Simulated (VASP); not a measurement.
# Sn (P6_3/mmc) in VASP: notebook

The runs below take Sn through single point, relaxation of cell and atoms, with PBEsol.

Program: VASP 6.6.1. These are calculated values, not measurements. Logs are shortened: lines on timing, memory, paths and dates and some standing lists are left out, and cuts for length are marked.

### 1 The cell of the first run

Symmetry: P6_3/mmc, No. 194, hexagonal system. The conventional cell has a = 3.053 Å, b = 3.053 Å, c = 5.142 Å, α = 90.00°, β = 90.00°, γ = 120.00°. Sn (site symmetry -6m2) has 12 Sn at 3.05 to 3.12 Å within 4.0 Å.

### 2 Single point, PBEsol

File INCAR:

```
SYSTEM = Sn
PREC = Accurate
ENCUT = 520
EDIFF = 1E-6
ISMEAR = -1
SIGMA = 0.05
LREAL = .FALSE.
LASPH = .TRUE.
NELM = 100
ALGO = Normal
ISIF = 2
LWAVE = .FALSE.
LCHARG = .FALSE.
GGA = PS
NBANDS = 21
```

File KPOINTS:

```
regular mesh
0
G
  14 14 8
  0 0 0
```

File POSCAR:

```
Sn
1.0
    3.0529517466      0.0000000000      0.0000000000
   -1.5264758733      2.6439337691      0.0000000000
    0.0000000000      0.0000000000      5.1415597342
Sn
2
Direct
    0.3333333333      0.6666666667      0.2500000000
    0.6666666667      0.3333333333      0.7500000000
```

Potentials or basis: VASP PAW PBE potentials, release 64 (Sn_d).

Started as:

```bash
cat potpaw_PBE.64/Sn_d/POTCAR > POTCAR
mpirun -np 1 vasp_std > vasp.out
```

OUTCAR:

```text
SYSTEM = Sn
   PREC = Accurate
   ENCUT = 520
   EDIFF = 1E-6
   ISMEAR = -1
   LREAL = .FALSE.
   LASPH = .TRUE.
   NELM = 100
   ISIF = 2
   GGA = PS

 ion  position               nearest neighbor table
   1  0.333  0.667  0.250-   2 3.12   2 3.12   2 3.12   2 3.12   2 3.12   2 3.12
   2  0.667  0.333  0.750-   1 3.12   1 3.12   1 3.12   1 3.12   1 3.12   1 3.12

  LATTYP: Found a hexagonal cell.
 ALAT       =     3.0529517466
 C/A-ratio  =     1.6841274154

  Lattice vectors:

 A1 = (   3.0529517466,   0.0000000000,   0.0000000000)
 A2 = (  -1.5264758733,   2.6439337691,   0.0000000000)
 A3 = (   0.0000000000,   0.0000000000,   5.1415597342)

Analysis of symmetry for initial positions (statically):
=====================================================================
 Subroutine PRICEL returns:
 Original cell was already a primitive cell.

 Routine SETGRP: Setting up the symmetry group for a
 hexagonal supercell.

 Subroutine GETGRP returns: Found 24 space group operations
 (whereof 12 operations were pure point group operations)
 out of a pool of 24 trial point group operations.

The static configuration has the point symmetry D_3d.
 The point group associated with its full space group is D_6h.

Analysis of symmetry for dynamics (positions and initial velocities):
=====================================================================
 Subroutine PRICEL returns:
 Original cell was already a primitive cell.

 Routine SETGRP: Setting up the symmetry group for a
 hexagonal supercell.

 Subroutine GETGRP returns: Found 24 space group operations
 (whereof 12 operations were pure point group operations)
 out of a pool of 24 trial point group operations.

The dynamic configuration has the point symmetry D_3d.
 The point group associated with its full space group is D_6h.

 Subroutine INISYM returns: Found 24 space group operations
 (whereof 12 operations are pure point group operations),
 and found     1 'primitive' translations

----------------------------------------------------------------------------------------

                                     Primitive cell

  volume of cell :      41.5017

  direct lattice vectors                    reciprocal lattice vectors
     3.052951747  0.000000000  0.000000000     0.327551852  0.189112150  0.000000000
    -1.526475873  2.643933769  0.000000000     0.000000000  0.378224300  0.000000000
     0.000000000  0.000000000  5.141559734     0.000000000  0.000000000  0.194493510

  length of vectors
     3.052951747  3.052951747  5.141559734     0.378224300  0.378224300  0.194493510

  position of ions in fractional coordinates (direct lattice)
     0.333333333  0.666666667  0.250000000
     0.666666667  0.333333333  0.750000000

  ion indices of the primitive-cell ions
   primitive index   ion index
                 1           1
                 2           2

----------------------------------------------------------------------------------------

 KPOINTS: regular mesh

Automatic generation of k-mesh.
 Grid dimensions read from file:
 generate k-points for:   14   14    8

 Generating k-lattice:

  Cartesian coordinates                     Fractional coordinates (reciprocal lattice)
     0.023396561  0.013508011  0.000000000     0.071428571  0.000000000  0.000000000
     0.000000000  0.027016021  0.000000000     0.000000000  0.071428571  0.000000000
     0.000000000  0.000000000  0.024311689     0.000000000  0.000000000  0.125000000

  Length of vectors
     0.027016021  0.027016021  0.024311689

  Shift w.r.t. Gamma in fractional coordinates (k-lattice)
     0.000000000  0.000000000  0.000000000

 Subroutine IBZKPT returns following result:
 ===========================================

 Found    120 irreducible k-points:

 Following reciprocal coordinates:
            Coordinates               Weight
  0.000000  0.000000  0.000000      1.000000
  0.071429 -0.000000  0.000000      6.000000
  0.142857 -0.000000  0.000000      6.000000
  0.214286 -0.000000  0.000000      6.000000
  0.285714 -0.000000  0.000000      6.000000
  0.357143 -0.000000  0.000000      6.000000
[... 16 lines left out ...]
  0.285714  0.285714  0.000000      6.000000
  0.357143  0.285714  0.000000      6.000000
 [... further k-points ...]
   k-points           NKPTS =    120   k-points in BZ     NKDIM =    120   number of bands    NBANDS=     21
   number of dos      NEDOS =    301   number of ions     NIONS =      2
   total plane-waves  NPLWV =  23040
   dimension x,y,z NGX =    24 NGY =   24 NGZ =   40
   dimension x,y,z NGXF=    48 NGYF=   48 NGZF=   80
   ions per type =               2
   NGX,Y,Z   is equivalent  to a cutoff of  13.07, 13.07, 12.93 a.u.
   NGXF,Y,Z  is equivalent  to a cutoff of  26.14, 26.14, 25.87 a.u.
 SYSTEM =  Sn
   PREC   = accura    normal or accurate (medium, high low for compatibility)
   ISTART =      0    job   : 0-new  1-cont  2-samecut
   ICHARG =      2    charge: 1-file 2-atom 10-const
   ISPIN  =      1    spin polarized calculation?
   LNONCOLLINEAR =      F non collinear calculations
   LSORBIT =      F    spin-orbit coupling
   LASPH  =      T    aspherical Exc in radial PAW
   ENCUT  =  520.0 eV  38.22 Ry    6.18 a.u.   5.68  5.68  9.56*2*pi/ulx,y,z
   NELM   =    100;   NELMIN=  2; NELMDL= -5     # of ELM steps
   EDIFF  = 0.1E-05   stopping-criterion for ELM
   LREAL  =      F    real-space projection
   EDIFFG = 0.1E-04   stopping-criterion for IOM
   NSW    =      0    number of steps for IOM
   IBRION =     -1    ionic relax: 0-MD 1-quasi-New 2-CG
   NFREE  =      0    steps in history (QN), initial steepest desc. (CG)
   ISIF   =      2    stress and relaxation
   ISYM   =      2    0-nonsym 1-usesym 2-fastsym
   POTIM  = 0.5000    time-step for ionic-motion
   TEBEG  =    0.0;   TEEND  =   0.0 temperature during run
   PSTRESS=    0.0 pullay stress
   NELECT =      28.0000    total number of electrons
   NUPDOWN=      -1.0000    fix difference up-down
   EMIN   =  10.00;   EMAX   =-10.00  energy-range for DOS
   EFERMI =   0.00;   METHOD = LEGACY
   ISMEAR =    -1;   SIGMA  =   0.05  broadening in eV -4-tet -1-fermi 0-gaus
   EFERMI_NEDOS =   21; number of points for ismear=-14 and -15
   IALGO  =     38    algorithm
   IMIX   =      4    mixing-type and parameters
     AMIX     =   0.40;   BMIX     =  1.00
     AMIX_MAG =   1.60;   BMIX_MAG =  1.00
  volume/ion in A,a.u.               =      20.75       140.03
  Fermi-wavevector in a.u.,A,eV,Ry     =   1.435839  2.713342 28.050224  2.061633
  Thomas-Fermi vector in A             =   2.555093
   LORBIT       =      0    0 simple, 1 ext, 2 COOP (PROOUT), +10 PAW based schemes
   GGA     = PS    functional components
   LHFCALC =     F    Hartree Fock is set to
   AEXX    =    0.0000 exact exchange contribution
   IVDW    =     0    specifies the selected vdW correction
   LEPSILON=     F    determine dielectric tensor
   LRPA    =     F    only Hartree local field effects (RPA)
 non-spin polarized calculation
  energy-cutoff  :      520.00
  volume of cell :       41.50
 maximum number of plane-waves:      1132
 NGX is ok and might be reduce to    24
   NGX = 11   NGY = 11   NGZ = 19

 number of electron      27.9999992 magnetization

 Free energy of the ion-electron system (eV)
  ---------------------------------------------------
  ext. energy  EPLUGINS =         0.00000000
  ---------------------------------------------------
  free energy    TOTEN  =        -7.85705165 eV

  energy without entropy =       -7.84928980  energy(sigma->0) =       -7.85317072

 E-fermi :  11.7492     XC(G=0): -11.8356

 val. band max:       11.6790673649   @ k =   0.4286   0.1429   0.0000
 cond. band min:      11.7493286830   @ k =   0.4286   0.1429   0.2500
 fundamental gap:      0.0702613182
 Fermi energy:        11.7491773294

 k-point     1 :       0.0000    0.0000    0.0000
  band No.  band energies     occupation
      1     -10.0651      2.00000
      2     -10.0438      2.00000
      3     -10.0053      2.00000
      4     -10.0053      2.00000
      5      -9.9798      2.00000
      6      -9.9798      2.00000
[... 13 lines left out ...]
     20      22.8255      0.00000
     21      25.0209      0.00000

 k-point     2 :       0.0714   -0.0000    0.0000
  band No.  band energies     occupation
      1     -10.0611      2.00000
      2     -10.0426      2.00000
      3      -9.9981      2.00000
      4      -9.9884      2.00000
      5      -9.9774      2.00000
      6      -9.9635      2.00000
[... 13 lines left out ...]
     20      23.2646      0.00000
     21      24.3093      0.00000

 k-point     3 :       0.1429   -0.0000    0.0000
  band No.  band energies     occupation
      1     -10.0813      2.00000
      2     -10.0183      2.00000
      3      -9.9935      2.00000
      4      -9.9450      2.00000
      5      -9.9406      2.00000
      6      -9.9175      2.00000
[... 13 lines left out ...]
     20      22.6469      0.00000
     21      24.0276      0.00000

 k-point     4 :       0.2143   -0.0000    0.0000
  band No.  band energies     occupation
      1     -10.1193      2.00000
      2     -10.0125      2.00000
      3      -9.9685      2.00000
      4      -9.9489      2.00000
      5      -9.9175      2.00000
      6      -9.8806      2.00000
[... 13 lines left out ...]
     20      22.5490      0.00000
     21      23.5034      0.00000

 k-point     5 :       0.2857   -0.0000    0.0000
  band No.  band energies     occupation
      1     -10.1606      2.00000
      2     -10.0317      2.00000
      3      -9.9979      2.00000
      4      -9.9403      2.00000
      5      -9.9190      2.00000
      6      -9.8172      2.00000
[... 13 lines left out ...]
     20      22.3463      0.00000
     21      23.7081      0.00000
[... 382 lines left out ...]
     20      24.4614      0.00000
     21      26.2597      0.00000

 k-point    22 :       0.3571    0.2143    0.0000
  band No.  band energies     occupation
      1     -10.1035      2.00000
      2     -10.0745      2.00000
      3      -9.9586      2.00000
      4      -9.9533      2.00000
      5      -9.8901      2.00000
      6      -9.8516      2.00000
[... 13 lines left out ...]
     20      24.3160      0.00000
     21      27.4787      0.00000

 k-point    23 :       0.2857    0.2857    0.0000
  band No.  band energies     occupation
      1     -10.1054      2.00000
      2      -9.9853      2.00000
      3      -9.9846      2.00000
      4      -9.9530      2.00000
      5      -9.8933      2.00000
      6      -9.8361      2.00000
[... 13 lines left out ...]
     20      26.7028      0.00000
     21      27.1738      0.00000

 k-point    24 :       0.3571    0.2857    0.0000
  band No.  band energies     occupation
      1     -10.1132      2.00000
      2      -9.9850      2.00000
      3      -9.9393      2.00000
      4      -9.9266      2.00000
      5      -9.9108      2.00000
      6      -9.8548      2.00000
[... 13 lines left out ...]
     20      26.8452      0.00000
     21      28.4779      0.00000

 [... further k-points ...]

------------------------ aborting loop because EDIFF is reached ----------------------------------------

  FORCE on cell =-STRESS in cart. coord.  units (eV):
  Direction    XX          YY          ZZ          XY          YZ          ZX
  --------------------------------------------------------------------------------------
  -------------------------------------------------------------------------------------
  Total        5.9557072      5.9557072      5.9630039      0.0000000      0.0000000      0.0000000
  in kB      229.9209385    229.9209385    230.2026303      0.0000000      0.0000000      0.0000000
  external PRESSURE =     230.0148358 kB  Pullay stress =       0.0000000 kB

 VOLUME and BASIS-vectors are now :
 -----------------------------------------------------------------------------
  energy-cutoff  :      520.00
  volume of cell :       41.50
      direct lattice vectors                 reciprocal lattice vectors
     3.052951747  0.000000000  0.000000000     0.327551852  0.189112150  0.000000000
    -1.526475873  2.643933769  0.000000000     0.000000000  0.378224300  0.000000000
     0.000000000  0.000000000  5.141559734     0.000000000  0.000000000  0.194493510

 POSITION                                       TOTAL-FORCE (eV/Angst)
 -----------------------------------------------------------------------------------
     -0.00000      1.76262      1.28539         0.000000      0.000000      0.000000
      1.52648      0.88131      3.85617        -0.000000     -0.000000      0.000000
 -----------------------------------------------------------------------------------
    total drift:                               -0.000000      0.000000      0.000000

  FREE ENERGIE OF THE ION-ELECTRON SYSTEM (eV)
  ---------------------------------------------------
  free  energy   TOTEN  =        -7.8570516454 eV

  energy  without entropy=       -7.8492898009  energy(sigma->0) =       -7.85317072
```

Wall time 51 s (1 thread of AMD EPYC 9R45 (Zen 5), shared host); peak memory 0.18 GiB.

What came out:

| Quantity | Value |
| --- | --- |
| Free energy | -7.8571 eV |
| Pressure | 23.0 GPa |
| Band gap on the k mesh | zero (band 14 reaches 19.58 eV, above the bottom of band 15 at 8.79 eV) |

Levels at points of the mesh, in eV from the Fermi level:
```tsv
k point	band 12	band 13	band 14	band 15	band 16	band 17
(0.00, 0.00, 0.00)	-7.75	-6.40	7.83	7.83	9.22	9.95
(0.50, 0.00, 0.00)	-7.09	-2.18	-2.13	-1.34	0.99	2.63
(0.00, 0.00, 0.50)	-11.91	0.75	0.75	9.00	9.00	9.00
(0.50, 0.00, 0.50)	-6.38	-5.46	-5.46	4.35	4.35	4.62
```

Caveat: the PAW data sets were made with another functional, which shifts forces and pressure a little; spin-orbit coupling is left out, which moves the levels of the heavy elements.

### 3 Relaxation of cell and atoms, PBEsol, target pressure 23 GPa, at which the enthalpy is minimised

This run uses another cell than the first one, of 20.69 Å³/atom, 0.997 times its volume.

File INCAR:

```
SYSTEM = Sn
PREC = Accurate
ENCUT = 600
EDIFF = 1E-6
ISMEAR = -1
SIGMA = 0.05
LREAL = .False.
LASPH = .True.
NELM = 60
ALGO = Normal
ISIF = 3
LWAVE = .False.
LCHARG = .False.
GGA = PS
IBRION = 2
NSW = 60
EDIFFG = -0.005
PSTRESS = 230.0
```

File KPOINTS:

```
Automatic mesh
0
Gamma
  14 14 8
  0 0 0
```

File POSCAR:

```
Sn
1.0
    3.0894567008      0.0000000000      0.0000000000
   -1.5447283504      2.6755479868      0.0000000000
    0.0000000000      0.0000000000      5.0049198553
Sn
2
Direct
    0.3333333333      0.6666666667      0.2500000000
    0.6666666667      0.3333333333      0.7500000000
```

Potentials or basis: VASP PAW PBE potentials, release 64 (Sn_d).

Started as:

```bash
cat potpaw_PBE.64/Sn_d/POTCAR > POTCAR
mpirun -np 1 vasp_std > vasp.out
```

Wall time 11 min (1 thread of Intel Xeon Platinum 8259CL at 2.50GHz (Skylake/Cascade Lake), shared host); peak memory 0.25 GiB.

Results (log left out):

```yaml
Free_energy: -7.8587 eV
Relaxed_volume: 20.75 Å³/atom
Relaxed_cell: a = 3.053 Å, b = 3.053 Å, c = 5.142 Å, α = 90.00°, β = 90.00°, γ = 120.00°
Space_group_after_relaxing_to_0.05_Å: P6_3/mmc (No. 194)
Energy_change_on_relaxing_the_enthalpy_is_what_falls: -13.8 meV/atom
Ionic_steps: 15
Pressure_after_relaxing: 23.0 GPa
Band_gap_on_the_k_mesh: zero (band 14 reaches 19.57 eV, above the bottom of band 15 at 8.79 eV)
```

Step by step:
| step | energy change (eV) | largest force (eV/Å) | pressure (GPa) | volume (Å³) |
| --- | --- | --- | --- | --- |
| 1 | 0.0000 | 0.0000 | 23.25 | 41.37 |
| 2 | -0.0302 | 0.0000 | 22.55 | 41.56 |
| 3 | -0.0770 | 0.0000 | 21.56 | 41.87 |
| 4 | -0.0715 | 0.0000 | 21.82 | 41.83 |
| 5 | -0.0526 | 0.0000 | 22.42 | 41.69 |
| 6 | -0.0578 | 0.0000 | 22.23 | 41.72 |
| 7 | -0.0567 | 0.0000 | 22.29 | 41.72 |
| 8 | -0.0479 | 0.0000 | 22.52 | 41.65 |
| 9 | -0.0414 | 0.0000 | 22.68 | 41.61 |
| 10 | -0.0281 | 0.0000 | 23.01 | 41.51 |
| 11 | -0.0331 | 0.0000 | 22.83 | 41.55 |
| 12 | -0.0317 | 0.0000 | 22.87 | 41.54 |
| 13 | -0.0312 | 0.0000 | 22.93 | 41.54 |
| 14 | -0.0303 | 0.0000 | 22.92 | 41.53 |
| 15 | -0.0276 | 0.0000 | 23.00 | 41.51 |

Final structure:
```cif
data_structure
_symmetry_space_group_name_H-M 'P 1'
_symmetry_Int_Tables_number 1
_cell_length_a 3.0532
_cell_length_b 3.0532
_cell_length_c 5.1416
_cell_angle_alpha 90.000
_cell_angle_beta 90.000
_cell_angle_gamma 120.000
_cell_volume 41.51
loop_
_atom_site_label
_atom_site_type_symbol
_atom_site_fract_x
_atom_site_fract_y
_atom_site_fract_z
_atom_site_occupancy
Sn1 Sn 0.33333 0.66667 0.25000 1
Sn2 Sn 0.66667 0.33333 0.75000 1
```

Levels at points of the mesh, in eV from the Fermi level:
| k point | band 11 | band 12 | band 13 | band 14 | band 15 | band 16 | band 17 | band 18 |
| --- | --- | --- | --- | --- | --- | --- | --- | --- |
| (0.00, 0.00, 0.00) | -13.47 | -7.75 | -6.40 | 7.83 | 7.83 | 9.22 | 9.95 | 9.95 |
| (0.50, 0.00, 0.00) | -7.87 | -7.09 | -2.17 | -2.13 | -1.34 | 0.99 | 2.63 | 6.67 |
| (0.00, 0.00, 0.50) | -11.91 | -11.91 | 0.76 | 0.76 | 9.00 | 9.00 | 9.00 | 9.00 |
| (0.50, 0.00, 0.50) | -6.38 | -6.38 | -5.46 | -5.46 | 4.35 | 4.35 | 4.62 | 4.62 |

Caveat: the cell is relaxed towards a set pressure, so the enthalpy falls and the energy may rise; the PAW data sets were made with another functional, which shifts forces and pressure a little; spin-orbit coupling is left out, which moves the levels of the heavy elements.

(Continued in part 2 of 2.)
